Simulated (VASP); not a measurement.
# CdS (Pmmn) in VASP: further runs

CdS is run at these levels: PBE; tasks: single point.

Everything below comes from runs of VASP 6.6.1. Logs are shortened: lines on timing, memory, paths and dates and some standing lists are left out, and cuts for length are marked.

## Step 1: The cell of the first run

Symmetry: Pmmn, No. 59, orthorhombic system. Conventional cell: a = 3.898 Å, b = 5.511 Å, c = 3.898 Å, α = 90.00°, β = 90.00°, γ = 90.00°. Cd (site symmetry mm2) has 6 S at 2.75 to 2.76 Å within 3.6 Å. Within 3.6 Å of S (site symmetry mm2) lie 6 Cd at 2.75 to 2.76 Å.

## Step 2: Single point, PBE

Input file INCAR:

```
PREC = Accurate
ENCUT = 520
EDIFF = 1E-6
ISMEAR = 0
SIGMA = 0.1
LREAL = False
LASPH = True
NELM = 60
ALGO = Normal
ISIF = 2
LWAVE = False
LCHARG = False
GGA = PE
NBANDS = 26
```

Input file KPOINTS:

```
regular mesh
0
Gamma
  4 4 4
```

Input file POSCAR:

```
CdS
1.0
    3.8984360700      0.0000000000      0.0000000000
    0.0000000000      5.5114917800      0.0000000000
    0.0000000000      0.0000000000      3.8981039500
Cd S
2 2
Direct
    0.5000000000      0.5000000000      0.7430260100
    0.0000000000      0.0000000000      0.2569739900
    0.5000000000      0.0000000000      0.7551630200
    0.0000000000      0.5000000000      0.2448369800
```

Potentials or basis: VASP PAW PBE potentials, release 64 (Cd, S).

On the command line:

```
$ cat potpaw_PBE.64/Cd/POTCAR potpaw_PBE.64/S/POTCAR > POTCAR
$ mpirun -np 1 vasp_std > vasp.out
```

OUTCAR:

```text
PREC = Accurate
   ENCUT = 520
   EDIFF = 1E-6
   ISMEAR = 0
   LREAL = False
   LASPH = True
   NELM = 60
   ISIF = 2
   GGA = PE

 ion  position               nearest neighbor table
   1  0.500  0.500  0.743-   4 2.75   4 2.75   3 2.76   3 2.76   4 2.76   4 2.76
   2  0.000  0.000  0.257-   3 2.75   3 2.75   4 2.76   4 2.76   3 2.76   3 2.76
   3  0.500  0.000  0.755-   2 2.75   2 2.75   1 2.76   1 2.76   2 2.76   2 2.76
   4  0.000  0.500  0.245-   1 2.75   1 2.75   2 2.76   2 2.76   1 2.76   1 2.76

  LATTYP: Found a simple orthorhombic cell.
 ALAT       =     3.8981039500
 B/A-ratio  =     1.0000852004
 C/A-ratio  =     1.4138904069

  Lattice vectors:

 A1 = (   0.0000000000,   0.0000000000,   3.8981039500)
 A2 = (   3.8984360700,   0.0000000000,   0.0000000000)
 A3 = (   0.0000000000,   5.5114917800,   0.0000000000)

Analysis of symmetry for initial positions (statically):
=====================================================================
 Subroutine PRICEL returns:
 Original cell was already a primitive cell.

 Routine SETGRP: Setting up the symmetry group for a
 simple orthorhombic supercell.

 Subroutine GETGRP returns: Found  8 space group operations
 (whereof  4 operations were pure point group operations)
 out of a pool of  8 trial point group operations.

The static configuration has the point symmetry C_2v.
 The point group associated with its full space group is D_2h.

Analysis of symmetry for dynamics (positions and initial velocities):
=====================================================================
 Subroutine PRICEL returns:
 Original cell was already a primitive cell.

 Routine SETGRP: Setting up the symmetry group for a
 simple orthorhombic supercell.

 Subroutine GETGRP returns: Found  8 space group operations
 (whereof  4 operations were pure point group operations)
 out of a pool of  8 trial point group operations.

The dynamic configuration has the point symmetry C_2v.
 The point group associated with its full space group is D_2h.

 Subroutine INISYM returns: Found  8 space group operations
 (whereof  4 operations are pure point group operations),
 and found     1 'primitive' translations

----------------------------------------------------------------------------------------

                                     Primitive cell

  volume of cell :      83.7554

  direct lattice vectors                    reciprocal lattice vectors
     3.898436070  0.000000000  0.000000000     0.256513120  0.000000000  0.000000000
     0.000000000  5.511491780  0.000000000     0.000000000  0.181439080  0.000000000
     0.000000000  0.000000000  3.898103950     0.000000000  0.000000000  0.256534975

  length of vectors
     3.898436070  5.511491780  3.898103950     0.256513120  0.181439080  0.256534975

  position of ions in fractional coordinates (direct lattice)
     0.500000000  0.500000000  0.743026010
     0.000000000  0.000000000  0.256973990
     0.500000000  0.000000000  0.755163020
     0.000000000  0.500000000  0.244836980

  ion indices of the primitive-cell ions
   primitive index   ion index
                 1           1
                 2           2
                 3           3
                 4           4

----------------------------------------------------------------------------------------

 KPOINTS: regular mesh

Automatic generation of k-mesh.
 Grid dimensions read from file:
 generate k-points for:    4    4    4

 Generating k-lattice:

  Cartesian coordinates                     Fractional coordinates (reciprocal lattice)
     0.064128280  0.000000000  0.000000000     0.250000000  0.000000000  0.000000000
     0.000000000  0.045359770  0.000000000     0.000000000  0.250000000  0.000000000
     0.000000000  0.000000000  0.064133744     0.000000000  0.000000000  0.250000000

  Length of vectors
     0.064128280  0.045359770  0.064133744

  Shift w.r.t. Gamma in fractional coordinates (k-lattice)
     0.000000000  0.000000000  0.000000000

 Subroutine IBZKPT returns following result:
 ===========================================

 Found     27 irreducible k-points:

 Following reciprocal coordinates:
            Coordinates               Weight
  0.000000  0.000000  0.000000      1.000000
  0.250000  0.000000  0.000000      2.000000
  0.500000  0.000000  0.000000      1.000000
  0.000000  0.250000  0.000000      2.000000
  0.250000  0.250000  0.000000      4.000000
  0.500000  0.250000  0.000000      2.000000
[... 16 lines left out ...]
  0.250000  0.250000  0.500000      4.000000
  0.500000  0.250000  0.500000      2.000000
 [... further k-points ...]
   k-points           NKPTS =     27   k-points in BZ     NKDIM =     27   number of bands    NBANDS=     26
   number of dos      NEDOS =    301   number of ions     NIONS =      4
   total plane-waves  NPLWV =  37800
   dimension x,y,z NGX =    30 NGY =   42 NGZ =   30
   dimension x,y,z NGXF=    60 NGYF=   84 NGZF=   60
   ions per type =               2   2
   NGX,Y,Z   is equivalent  to a cutoff of  12.79, 12.67, 12.79 a.u.
   NGXF,Y,Z  is equivalent  to a cutoff of  25.59, 25.34, 25.59 a.u.
 SYSTEM =  unknown system
   PREC   = accura    normal or accurate (medium, high low for compatibility)
   ISTART =      0    job   : 0-new  1-cont  2-samecut
   ICHARG =      2    charge: 1-file 2-atom 10-const
   ISPIN  =      1    spin polarized calculation?
   LNONCOLLINEAR =      F non collinear calculations
   LSORBIT =      F    spin-orbit coupling
   LASPH  =      T    aspherical Exc in radial PAW
   ENCUT  =  520.0 eV  38.22 Ry    6.18 a.u.   7.25 10.25  7.25*2*pi/ulx,y,z
   NELM   =     60;   NELMIN=  2; NELMDL= -5     # of ELM steps
   EDIFF  = 0.1E-05   stopping-criterion for ELM
   LREAL  =      F    real-space projection
   EDIFFG = 0.1E-04   stopping-criterion for IOM
   NSW    =      0    number of steps for IOM
   IBRION =     -1    ionic relax: 0-MD 1-quasi-New 2-CG
   NFREE  =      0    steps in history (QN), initial steepest desc. (CG)
   ISIF   =      2    stress and relaxation
   ISYM   =      2    0-nonsym 1-usesym 2-fastsym
   POTIM  = 0.5000    time-step for ionic-motion
   TEBEG  =    0.0;   TEEND  =   0.0 temperature during run
   PSTRESS=    0.0 pullay stress
   NELECT =      36.0000    total number of electrons
   NUPDOWN=      -1.0000    fix difference up-down
   EMIN   =  10.00;   EMAX   =-10.00  energy-range for DOS
   EFERMI =   0.00;   METHOD = LEGACY
   ISMEAR =     0;   SIGMA  =   0.10  broadening in eV -4-tet -1-fermi 0-gaus
   EFERMI_NEDOS =   21; number of points for ismear=-14 and -15
   IALGO  =     38    algorithm
   IMIX   =      4    mixing-type and parameters
     AMIX     =   0.40;   BMIX     =  1.00
     AMIX_MAG =   1.60;   BMIX_MAG =  1.00
  volume/ion in A,a.u.               =      20.94       141.30
  Fermi-wavevector in a.u.,A,eV,Ry     =   1.235486  2.334731 20.768298  1.526427
  Thomas-Fermi vector in A             =   2.370134
   LORBIT       =      0    0 simple, 1 ext, 2 COOP (PROOUT), +10 PAW based schemes
   GGA     = PE    functional components
   LHFCALC =     F    Hartree Fock is set to
   AEXX    =    0.0000 exact exchange contribution
   IVDW    =     0    specifies the selected vdW correction
   LEPSILON=     F    determine dielectric tensor
   LRPA    =     F    only Hartree local field effects (RPA)
 non-spin polarized calculation
 Gauss-broadening in eV      SIGMA  =   0.10
  energy-cutoff  :      520.00
  volume of cell :       83.76
 maximum number of plane-waves:      2316
 NGX is ok and might be reduce to    30
   NGX = 15   NGY = 21   NGZ = 15

 number of electron      36.0000007 magnetization

 Free energy of the ion-electron system (eV)
  ---------------------------------------------------
  ext. energy  EPLUGINS =         0.00000000
  ---------------------------------------------------
  free energy    TOTEN  =       -11.70108147 eV

  energy without entropy =      -11.69907760  energy(sigma->0) =      -11.70007953

 E-fermi :   2.8324     XC(G=0): -10.2845

 val. band max:        2.6943153827   @ k =   0.0000   0.5000   0.5000
 cond. band min:       2.9365454973   @ k =   0.5000   0.0000   0.5000
 fundamental gap:      0.2422301146
 Fermi energy:         2.8323994967

 k-point     1 :       0.0000    0.0000    0.0000
  band No.  band energies     occupation
      1      -9.9423      2.00000
      2      -9.0838      2.00000
      3      -5.0368      2.00000
      4      -4.8921      2.00000
      5      -4.8915      2.00000
      6      -4.8915      2.00000
[... 18 lines left out ...]
     25      12.4375      0.00000
     26      13.7815      0.00000

 k-point     2 :       0.2500    0.0000    0.0000
  band No.  band energies     occupation
      1      -9.6202      2.00000
      2      -8.9597      2.00000
      3      -5.0121      2.00000
      4      -4.9917      2.00000
      5      -4.9773      2.00000
      6      -4.9478      2.00000
[... 18 lines left out ...]
     25      11.2777      0.00000
     26      11.4351      0.00000

 k-point     3 :       0.5000    0.0000    0.0000
  band No.  band energies     occupation
      1      -9.0342      2.00000
      2      -9.0342      2.00000
      3      -5.1159      2.00000
      4      -5.1159      2.00000
      5      -5.0580      2.00000
      6      -5.0580      2.00000
[... 18 lines left out ...]
     25       9.9640      0.00000
     26       9.9640      0.00000

 k-point     4 :       0.0000    0.2500    0.0000
  band No.  band energies     occupation
      1      -9.7774      2.00000
      2      -9.1485      2.00000
      3      -5.0156      2.00000
      4      -4.9810      2.00000
      5      -4.9126      2.00000
      6      -4.8745      2.00000
[... 18 lines left out ...]
     25      11.6423      0.00000
     26      11.6815      0.00000

 k-point     5 :       0.2500    0.2500    0.0000
  band No.  band energies     occupation
      1      -9.4705      2.00000
      2      -8.9833      2.00000
      3      -5.0383      2.00000
      4      -5.0350      2.00000
      5      -4.9907      2.00000
      6      -4.9867      2.00000
[... 18 lines left out ...]
     25      10.6643      0.00000
     26      10.8317      0.00000

 k-point     6 :       0.5000    0.2500    0.0000
  band No.  band energies     occupation
      1      -8.9516      2.00000
      2      -8.9516      2.00000
      3      -5.1463      2.00000
      4      -5.1463      2.00000
      5      -5.1029      2.00000
      6      -5.1029      2.00000
[... 427 lines left out ...]
 k-point    21 :       0.5000    0.0000    0.5000
  band No.  band energies     occupation
      1      -9.0847      2.00000
      2      -9.0847      2.00000
      3      -5.0378      2.00000
      4      -5.0378      2.00000
      5      -4.7881      2.00000
      6      -4.7881      2.00000
[... 18 lines left out ...]
     25      13.7924      0.00000
     26      13.7934      0.00000

 k-point    22 :       0.0000    0.2500    0.5000
  band No.  band energies     occupation
      1      -8.9638      2.00000
      2      -8.9391      2.00000
      3      -5.1473      2.00000
      4      -5.1434      2.00000
      5      -5.1109      2.00000
      6      -5.0981      2.00000
[... 18 lines left out ...]
     25      10.2161      0.00000
     26      10.4074      0.00000

 k-point    23 :       0.2500    0.2500    0.5000
  band No.  band energies     occupation
      1      -8.9922      2.00000
      2      -8.9752      2.00000
      3      -4.9973      2.00000
      4      -4.9915      2.00000
      5      -4.9857      2.00000
      6      -4.9856      2.00000
[... 18 lines left out ...]
     25      10.8251      0.00000
     26      10.8341      0.00000

 k-point    24 :       0.5000    0.2500    0.5000
  band No.  band energies     occupation
      1      -9.0147      2.00000
      2      -9.0147      2.00000
      3      -5.0002      2.00000
      4      -5.0002      2.00000
      5      -4.8906      2.00000
      6      -4.8906      2.00000
[... 18 lines left out ...]
     25      11.7244      0.00000
     26      11.7244      0.00000

 [... further k-points ...]

------------------------ aborting loop because EDIFF is reached ----------------------------------------

  FORCE on cell =-STRESS in cart. coord.  units (eV):
  Direction    XX          YY          ZZ          XY          YZ          ZX
  --------------------------------------------------------------------------------------
  -------------------------------------------------------------------------------------
  Total        0.0175718     -0.3453847      0.0132150      0.0000000      0.0000000      0.0000000
  in kB        0.3361349     -6.6069452      0.2527924      0.0000000      0.0000000      0.0000000
  external PRESSURE =      -2.0060059 kB  Pullay stress =       0.0000000 kB

 VOLUME and BASIS-vectors are now :
 -----------------------------------------------------------------------------
  energy-cutoff  :      520.00
  volume of cell :       83.76
      direct lattice vectors                 reciprocal lattice vectors
     3.898436070  0.000000000  0.000000000     0.256513120  0.000000000  0.000000000
     0.000000000  5.511491780  0.000000000     0.000000000  0.181439080  0.000000000
     0.000000000  0.000000000  3.898103950     0.000000000  0.000000000  0.256534975

 POSITION                                       TOTAL-FORCE (eV/Angst)
 -----------------------------------------------------------------------------------
      1.94922      2.75575      2.89639         0.000000      0.000000      0.021032
      0.00000      0.00000      1.00171         0.000000      0.000000     -0.021032
      1.94922      0.00000      2.94370         0.000000      0.000000     -0.022634
      0.00000      2.75575      0.95440         0.000000      0.000000      0.022634
 -----------------------------------------------------------------------------------
    total drift:                                0.000000      0.000000      0.000000

  FREE ENERGIE OF THE ION-ELECTRON SYSTEM (eV)
  ---------------------------------------------------
  free  energy   TOTEN  =       -11.7010814651 eV

  energy  without entropy=      -11.6990776010  energy(sigma->0) =      -11.70007953
```

Wall time 38 s (1 thread of AMD EPYC 7R13 (Zen 3), shared host); peak memory 0.17 GiB.

What came out:

- Free energy: -11.7011 eV
- Pressure: -0.2 GPa
- Largest force: 0.023 eV/Å
- Band gap on the k mesh: 0.24 eV

Forces in eV/Å, atoms in the order of the input:
```
Cd   0.000  0.000  0.021
Cd   0.000  0.000 -0.021
S    0.000  0.000 -0.023
S    0.000  0.000  0.023
```

## Step 3: Single point, PBE

This run uses another cell than the first one, of 20.74 Å³/atom.

Input file INCAR:

```
SYSTEM = CdS
  ALGO = Normal
  EDIFF = 1E-6
  ENCUT = 520
  GGA = PE
  ISIF = 2
  ISMEAR = 0
  LASPH = .True.
  LCHARG = .False.
  LREAL = .False.
  LWAVE = .False.
  NBANDS = 26
  NELM = 100
  PREC = Accurate
  SIGMA = 0.01
```

Input file KPOINTS:

```
k-points
0
Gamma
  10 8 10
  0 0 0
```

Input file POSCAR:

```
CdS
1.0
    3.8855468978      0.0000000000      0.0000000000
    0.0000000000      5.4948800186      0.0000000000
    0.0000000000      0.0000000000      3.8854846399
Cd S
2 2
Direct
    0.5000000000      0.5000000000      0.7499260711
    0.0000000000      0.0000000000      0.2500739289
    0.5000000000      0.0000000000      0.7500240470
    0.0000000000      0.5000000000      0.2499759530
```

Potentials or basis: VASP PAW PBE potentials, release 64 (Cd, S).

On the command line:

```
$ cat potpaw_PBE.64/Cd/POTCAR potpaw_PBE.64/S/POTCAR > POTCAR
$ mpirun -np 1 vasp_std > vasp.out
```

It took 3.6 min on 1 thread of AMD EPYC 7R13 (Zen 3), shared host; peak memory 0.38 GiB.

It converged, with:

| Item | Value |
| --- | --- |
| Free energy | -11.7544 eV |
| Pressure | 0.4 GPa |
| Band gap on the k mesh | 0.25 eV |

Levels at points of the mesh, in eV from the valence-band top:
```tsv
k point	band 15	band 16	band 17	band 18	band 19	band 20	band 21	band 22
(0.00, 0.00, 0.00)	-2.08	-0.72	-0.72	-0.72	0.25	0.85	6.06	9.23
(0.50, 0.00, 0.00)	-2.26	-2.26	-0.15	-0.15	4.42	4.42	5.40	5.40
(0.00, 0.50, 0.00)	-1.36	-1.36	-1.36	-1.36	3.02	3.02	6.55	6.55
(0.50, 0.50, 0.00)	-0.01	-0.01	-0.01	-0.01	3.52	3.52	5.92	5.92
(0.00, 0.00, 0.50)	-2.26	-2.26	-0.15	-0.15	4.42	4.42	5.40	5.40
(0.50, 0.00, 0.50)	-2.08	-2.08	-2.08	-2.08	0.25	0.25	6.06	6.06
(0.00, 0.50, 0.50)	-0.01	-0.01	-0.01	-0.01	3.52	3.52	5.92	5.92
(0.50, 0.50, 0.50)	-3.14	-3.14	-2.81	-2.81	3.37	3.37	6.70	6.70
```

A k mesh can miss the band edges.
